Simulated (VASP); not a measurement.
# LiCl (Fm-3m) in VASP: a series of runs

LiCl is run at these levels: PBE; tasks: single point.

All numbers are computed with VASP 6.6.1; they aren't measurements. Logs are shortened: lines on timing, memory, paths and dates and some standing lists are left out, and cuts for length are marked.

## (1) The cell of the first run

Symmetry: Fm-3m, No. 225, cubic system. Conventional cell: a = 5.130 Å, b = 5.130 Å, c = 5.130 Å, α = 90.00°, β = 90.00°, γ = 90.00°. Within 3.4 Å of Li (site symmetry m-3m) lie 6 Cl at 2.56 Å. Within 3.4 Å of Cl (site symmetry m-3m) lie 6 Li at 2.56 Å.

## (2) Single point, PBE

Contents of INCAR:

```
SYSTEM = LiCl
  PREC = Accurate
  ENCUT = 520
  EDIFF = 1E-6
  ISMEAR = -1
  SIGMA = 0.03
  LREAL = .FALSE.
  LASPH = .TRUE.
  NELM = 100
  ALGO = Normal
  ISIF = 2
  LWAVE = .FALSE.
  LCHARG = .FALSE.
  GGA = PE
  NBANDS = 12
```

Contents of KPOINTS:

```
regular mesh
0
G
  9 9 9
  0 0 0
```

Contents of POSCAR:

```
LiCl
1.0
    0.0000000000      2.5647600000      2.5647600000
    2.5647600000      0.0000000000      2.5647600000
    2.5647600000      2.5647600000      0.0000000000
Li Cl
1 1
Direct
    0.0000000000      0.0000000000      0.0000000000
    0.5000000000      0.5000000000      0.5000000000
```

Potentials or basis: VASP PAW PBE potentials, release 64 (Li_sv, Cl).

Launch:

```bash
> cat potpaw_PBE.64/Li_sv/POTCAR potpaw_PBE.64/Cl/POTCAR > POTCAR
> mpirun -np 1 vasp_std > vasp.out
```

OUTCAR:

```text
SYSTEM = LiCl
   PREC = Accurate
   ENCUT = 520
   EDIFF = 1E-6
   ISMEAR = -1
   LREAL = .FALSE.
   LASPH = .TRUE.
   NELM = 100
   ISIF = 2
   GGA = PE

 ion  position               nearest neighbor table
   1  0.000  0.000  0.000-   2 2.56   2 2.56   2 2.56   2 2.56   2 2.56   2 2.56
   2  0.500  0.500  0.500-   1 2.56   1 2.56   1 2.56   1 2.56   1 2.56   1 2.56

  LATTYP: Found a face centered cubic cell.
 ALAT       =     5.1295200000

  Lattice vectors:

 A1 = (   0.0000000000,   2.5647600000,   2.5647600000)
 A2 = (   2.5647600000,   0.0000000000,   2.5647600000)
 A3 = (   2.5647600000,   2.5647600000,   0.0000000000)

Analysis of symmetry for initial positions (statically):
=====================================================================
 Subroutine PRICEL returns:
 Original cell was already a primitive cell.

 Routine SETGRP: Setting up the symmetry group for a
 face centered cubic supercell.

 Subroutine GETGRP returns: Found 48 space group operations
 (whereof 48 operations were pure point group operations)
 out of a pool of 48 trial point group operations.

The static configuration has the point symmetry O_h .

Analysis of symmetry for dynamics (positions and initial velocities):
=====================================================================
 Subroutine PRICEL returns:
 Original cell was already a primitive cell.

 Routine SETGRP: Setting up the symmetry group for a
 face centered cubic supercell.

 Subroutine GETGRP returns: Found 48 space group operations
 (whereof 48 operations were pure point group operations)
 out of a pool of 48 trial point group operations.

The dynamic configuration has the point symmetry O_h .

 Subroutine INISYM returns: Found 48 space group operations
 (whereof 48 operations are pure point group operations),
 and found     1 'primitive' translations

----------------------------------------------------------------------------------------

                                     Primitive cell

  volume of cell :      33.7420

  direct lattice vectors                    reciprocal lattice vectors
     0.000000000  2.564760000  2.564760000    -0.194950015  0.194950015  0.194950015
     2.564760000  0.000000000  2.564760000     0.194950015 -0.194950015  0.194950015
     2.564760000  2.564760000  0.000000000     0.194950015  0.194950015 -0.194950015

  length of vectors
     3.627118376  3.627118376  3.627118376     0.337663331  0.337663331  0.337663331

  position of ions in fractional coordinates (direct lattice)
     0.000000000  0.000000000  0.000000000
     0.500000000  0.500000000  0.500000000

  ion indices of the primitive-cell ions
   primitive index   ion index
                 1           1
                 2           2

----------------------------------------------------------------------------------------

 KPOINTS: regular mesh

Automatic generation of k-mesh.
 Grid dimensions read from file:
 generate k-points for:    9    9    9

 Generating k-lattice:

  Cartesian coordinates                     Fractional coordinates (reciprocal lattice)
    -0.021661113  0.021661113  0.021661113     0.111111111  0.000000000  0.000000000
     0.021661113 -0.021661113  0.021661113     0.000000000  0.111111111  0.000000000
     0.021661113  0.021661113 -0.021661113     0.000000000  0.000000000  0.111111111

  Length of vectors
     0.037518148  0.037518148  0.037518148

  Shift w.r.t. Gamma in fractional coordinates (k-lattice)
     0.000000000  0.000000000  0.000000000

 Subroutine IBZKPT returns following result:
 ===========================================

 Found     35 irreducible k-points:

 Following reciprocal coordinates:
            Coordinates               Weight
  0.000000  0.000000  0.000000      1.000000
  0.111111  0.000000  0.000000      8.000000
  0.222222  0.000000  0.000000      8.000000
  0.333333  0.000000  0.000000      8.000000
  0.444444  0.000000  0.000000      8.000000
  0.111111  0.111111  0.000000      6.000000
[... 16 lines left out ...]
 -0.333333  0.333333  0.000000     12.000000
  0.444444  0.444444  0.000000      6.000000
 [... further k-points ...]
   k-points           NKPTS =     35   k-points in BZ     NKDIM =     35   number of bands    NBANDS=     12
   number of dos      NEDOS =    301   number of ions     NIONS =      2
   total plane-waves  NPLWV =  21952
   dimension x,y,z NGX =    28 NGY =   28 NGZ =   28
   dimension x,y,z NGXF=    56 NGYF=   56 NGZF=   56
   ions per type =               1   1
   NGX,Y,Z   is equivalent  to a cutoff of  12.83, 12.83, 12.83 a.u.
   NGXF,Y,Z  is equivalent  to a cutoff of  25.67, 25.67, 25.67 a.u.
 SYSTEM =  LiCl
   PREC   = accura    normal or accurate (medium, high low for compatibility)
   ISTART =      0    job   : 0-new  1-cont  2-samecut
   ICHARG =      2    charge: 1-file 2-atom 10-const
   ISPIN  =      1    spin polarized calculation?
   LNONCOLLINEAR =      F non collinear calculations
   LSORBIT =      F    spin-orbit coupling
   LASPH  =      T    aspherical Exc in radial PAW
   ENCUT  =  520.0 eV  38.22 Ry    6.18 a.u.   6.74  6.74  6.74*2*pi/ulx,y,z
   NELM   =    100;   NELMIN=  2; NELMDL= -5     # of ELM steps
   EDIFF  = 0.1E-05   stopping-criterion for ELM
   LREAL  =      F    real-space projection
   EDIFFG = 0.1E-04   stopping-criterion for IOM
   NSW    =      0    number of steps for IOM
   IBRION =     -1    ionic relax: 0-MD 1-quasi-New 2-CG
   NFREE  =      0    steps in history (QN), initial steepest desc. (CG)
   ISIF   =      2    stress and relaxation
   ISYM   =      2    0-nonsym 1-usesym 2-fastsym
   POTIM  = 0.5000    time-step for ionic-motion
   TEBEG  =    0.0;   TEEND  =   0.0 temperature during run
   PSTRESS=    0.0 pullay stress
   NELECT =      10.0000    total number of electrons
   NUPDOWN=      -1.0000    fix difference up-down
   EMIN   =  10.00;   EMAX   =-10.00  energy-range for DOS
   EFERMI =   0.00;   METHOD = LEGACY
   ISMEAR =    -1;   SIGMA  =   0.03  broadening in eV -4-tet -1-fermi 0-gaus
   EFERMI_NEDOS =   21; number of points for ismear=-14 and -15
   IALGO  =     38    algorithm
   IMIX   =      4    mixing-type and parameters
     AMIX     =   0.40;   BMIX     =  1.00
     AMIX_MAG =   1.60;   BMIX_MAG =  1.00
  volume/ion in A,a.u.               =      16.87       113.85
  Fermi-wavevector in a.u.,A,eV,Ry     =   1.091486  2.062609 16.209183  1.191341
  Thomas-Fermi vector in A             =   2.227732
   LORBIT       =      0    0 simple, 1 ext, 2 COOP (PROOUT), +10 PAW based schemes
   GGA     = PE    functional components
   LHFCALC =     F    Hartree Fock is set to
   AEXX    =    0.0000 exact exchange contribution
   IVDW    =     0    specifies the selected vdW correction
   LEPSILON=     F    determine dielectric tensor
   LRPA    =     F    only Hartree local field effects (RPA)
 non-spin polarized calculation
  energy-cutoff  :      520.00
  volume of cell :       33.74
 maximum number of plane-waves:       922
   NGX = 13   NGY = 13   NGZ = 13

 number of electron      10.0000005 magnetization

 Free energy of the ion-electron system (eV)
  ---------------------------------------------------
  ext. energy  EPLUGINS =         0.00000000
  ---------------------------------------------------
  free energy    TOTEN  =        -7.38575019 eV

  energy without entropy =       -7.38575019  energy(sigma->0) =       -7.38575019

 E-fermi :   1.3068     XC(G=0):  -8.7309

 val. band max:        0.5794817718   @ k =   0.0000   0.0000   0.0000
 cond. band min:       6.9205269626   @ k =   0.0000   0.0000   0.0000
 fundamental gap:      6.3410451908
 Fermi energy:         1.3068118274

 k-point     1 :       0.0000    0.0000    0.0000
  band No.  band energies     occupation
      1     -42.9430      2.00000
      2     -12.8172      2.00000
      3       0.5795      2.00000
      4       0.5795      2.00000
      5       0.5795      2.00000
      6       6.9205      0.00000
      7      12.5180      0.00000
      8      12.5180      0.00000
      9      12.5180      0.00000
     10      15.1083      0.00000
     11      15.1097      0.00000
     12      15.1509      0.00000

 k-point     2 :       0.1111    0.0000    0.0000
  band No.  band energies     occupation
      1     -42.9428      2.00000
      2     -12.7571      2.00000
      3       0.1539      2.00000
      4       0.5466      2.00000
      5       0.5466      2.00000
      6       7.3004      0.00000
      7      11.8398      0.00000
      8      12.4847      0.00000
      9      12.4847      0.00000
     10      13.7247      0.00000
     11      13.7247      0.00000
     12      15.5080      0.00000

 k-point     3 :       0.2222    0.0000    0.0000
  band No.  band energies     occupation
      1     -42.9420      2.00000
      2     -12.5980      2.00000
      3      -0.7599      2.00000
      4       0.4671      2.00000
      5       0.4671      2.00000
      6       7.7882      0.00000
      7      11.4500      0.00000
      8      11.5352      0.00000
      9      11.5353      0.00000
     10      14.2255      0.00000
     11      14.2255      0.00000
     12      16.0066      0.00000

 k-point     4 :       0.3333    0.0000    0.0000
  band No.  band energies     occupation
      1     -42.9410      2.00000
      2     -12.4035      2.00000
      3      -1.6400      2.00000
      4       0.3826      2.00000
      5       0.3826      2.00000
      6       7.6437      0.00000
      7      10.6215      0.00000
      8      10.6215      0.00000
      9      12.3006      0.00000
     10      15.6632      0.00000
     11      15.6632      0.00000
     12      16.5692      0.00000

 k-point     5 :       0.4444    0.0000    0.0000
  band No.  band energies     occupation
      1     -42.9404      2.00000
      2     -12.2674      2.00000
      3      -2.1624      2.00000
      4       0.3306      2.00000
      5       0.3306      2.00000
      6       7.3783      0.00000
      7      10.1409      0.00000
      8      10.1409      0.00000
      9      13.3748      0.00000
     10      17.2647      0.00000
     11      17.3258      0.00000
     12      17.3258      0.00000
[... 228 lines left out ...]
      1     -42.9399      2.00000
      2     -12.1124      2.00000
      3      -1.9549      2.00000
      4      -0.5461      2.00000
      5      -0.3534      2.00000
      6       8.7834      0.00000
      7       9.4438      0.00000
      8      11.7103      0.00000
      9      13.4250      0.00000
     10      14.4489      0.00000
     11      18.0072      0.00000
     12      19.4484      0.00000

 k-point    22 :      -0.4444    0.3333    0.0000
  band No.  band energies     occupation
      1     -42.9397      2.00000
      2     -12.0457      2.00000
      3      -1.9681      2.00000
      4      -1.0109      2.00000
      5      -0.2761      2.00000
      6       8.6846      0.00000
      7      10.2462      0.00000
      8      11.9177      0.00000
      9      12.5062      0.00000
     10      14.7045      0.00000
     11      18.0184      0.00000
     12      19.2473      0.00000

 k-point    23 :      -0.3333    0.3333    0.0000
  band No.  band energies     occupation
      1     -42.9397      2.00000
      2     -12.0736      2.00000
      3      -1.6002      2.00000
      4      -1.4487      2.00000
      5      -0.0669      2.00000
      6       8.7209      0.00000
      7      11.1713      0.00000
      8      11.5294      0.00000
      9      11.5893      0.00000
     10      15.1120      0.00000
     11      16.6695      0.00000
     12      18.9919      0.00000

 k-point    24 :       0.4444    0.4444    0.0000
  band No.  band energies     occupation
      1     -42.9397      2.00000
      2     -12.0332      2.00000
      3      -2.2292      2.00000
      4      -0.4919      2.00000
      5      -0.4919      2.00000
      6       8.5228      0.00000
      7       8.9363      0.00000
      8      12.7398      0.00000
      9      14.5462      0.00000
     10      14.5462      0.00000
     11      17.4936      0.00000
     12      19.3286      0.00000

 [... further k-points ...]
[... 5 lines left out ...]
  --------------------------------------------------------------------------------------
  -------------------------------------------------------------------------------------
  Total        0.0634839      0.0634839      0.0634839      0.0000000      0.0000000     -0.0000000
  in kB        3.0144208      3.0144208      3.0144208      0.0000000      0.0000000     -0.0000000
  external PRESSURE =       3.0144208 kB  Pullay stress =       0.0000000 kB

 VOLUME and BASIS-vectors are now :
 -----------------------------------------------------------------------------
  energy-cutoff  :      520.00
  volume of cell :       33.74
      direct lattice vectors                 reciprocal lattice vectors
     0.000000000  2.564760000  2.564760000    -0.194950015  0.194950015  0.194950015
     2.564760000  0.000000000  2.564760000     0.194950015 -0.194950015  0.194950015
     2.564760000  2.564760000  0.000000000     0.194950015  0.194950015 -0.194950015

 POSITION                                       TOTAL-FORCE (eV/Angst)
 -----------------------------------------------------------------------------------
      0.00000      0.00000      0.00000         0.000000      0.000000     -0.000000
      2.56476      2.56476      2.56476        -0.000000     -0.000000      0.000000
 -----------------------------------------------------------------------------------
    total drift:                                0.000000      0.000000      0.000000

  FREE ENERGIE OF THE ION-ELECTRON SYSTEM (eV)
  ---------------------------------------------------
  free  energy   TOTEN  =        -7.3857501856 eV

  energy  without entropy=       -7.3857501855  energy(sigma->0) =       -7.38575019
```

Run time: 21 s. Hardware: 1 thread of Intel Xeon Platinum 8488C (Sapphire Rapids), shared host; peak memory 0.15 GiB.

Results:

* Free energy: -7.3858 eV
* Band gap on the k mesh: 6.34 eV, direct

Caveat: the cutoff is under 1.25 times the usual one of these potentials, so pressure, stress and relaxed cells hold a basis-set (Pulay) error. A k mesh can miss the band edges.

## (3) Single point, PBE

Contents of INCAR:

```
ALGO     = Normal         # electronic algorithm
EDIFF    = 1E-6           # SCF threshold, eV
ENCUT    = 520            # plane-wave cutoff, eV
GGA      = PE             # functional
ISIF     = 2              # what is computed and relaxed
ISMEAR   = -1             # smearing method
LASPH    = True           # aspherical terms in the spheres
LCHARG   = True           # write CHGCAR
LELF     = True           # ELF
LREAL    = False          # projectors in reciprocal space
LVHAR    = True         
LWAVE    = False          # write WAVECAR
NBANDS   = 12             # bands
NELM     = 80             # most SCF steps
PREC     = Accurate       # precision mode
SIGMA    = 0.03           # smearing width, eV
```

Contents of KPOINTS:

```
k-points
0
Gamma
  9 9 9
```

POSCAR is that of step 2.

Potentials or basis: VASP PAW PBE potentials, release 64 (Li_sv, Cl).

Launch:

```bash
> cat potpaw_PBE.64/Li_sv/POTCAR potpaw_PBE.64/Cl/POTCAR > POTCAR
> mpirun -np 1 vasp_std > vasp.out
```

Run time: 24 s. Hardware: 1 thread of Intel Xeon Platinum 8488C (Sapphire Rapids), shared host; peak memory 0.15 GiB.

Results (log left out):

- Free energy: -7.3858 eV
- Band gap on the k mesh: 6.34 eV, direct

Levels at points of the mesh, in eV from the valence-band top:
```tsv
k point	band 1	band 2	band 3	band 4	band 5	band 6	band 7	band 8	band 9	band 10
(0.00, 0.00, 0.00)	-43.52	-13.40	0.00	0.00	0.00	6.34	11.94	11.94	11.94	14.53
```

Caveat: the cutoff is under 1.25 times the usual one of these potentials, so pressure, stress and relaxed cells hold a basis-set (Pulay) error. A k mesh can miss the band edges.
